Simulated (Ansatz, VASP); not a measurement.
# Os in VASP and in Ansatz

```
Os
1.0
     2.49742    0.00000    0.00000
     0.00000    2.49742    0.00000
     0.00000    0.00000    2.71237
Os
1
Cartesian
  0.0000 0.0000 1.3562
```

Alike in both runs: functional PBE; k mesh 8 × 8 × 4; occupations gaussian, width 0.1 eV; no spin polarisation.

Ansatz relaxed the structure, and its values are those at the end. VASP's run is a single point on that final structure, the one shown.

```csv
,VASP,Ansatz
version,VASP 6.6.1,Ansatz 0.2.0
potentials or method,"VASP PAW PBE potentials, release 64 (Os), cutoff 520 eV","scalar-relativistic, plane waves, PAW"
valence electrons in the cell,8,16
```

|  | VASP | Ansatz | Ansatz less VASP |
| --- | --- | --- | --- |
| gap on the k mesh at the Fermi level (eV) | none | none | - |
| pressure (GPa) | -0.4 | 0.1 | +0.47 |

A gap of «none» marks a metal or a gap that the smearing closes. VASP's potentials hold 8 valence electrons a cell and Ansatz's 16, so a difference there can come from the potentials and not from the codes.

The k mesh is coarse, so the values compare programs but aren't converged. Spin-orbit coupling is off throughout.
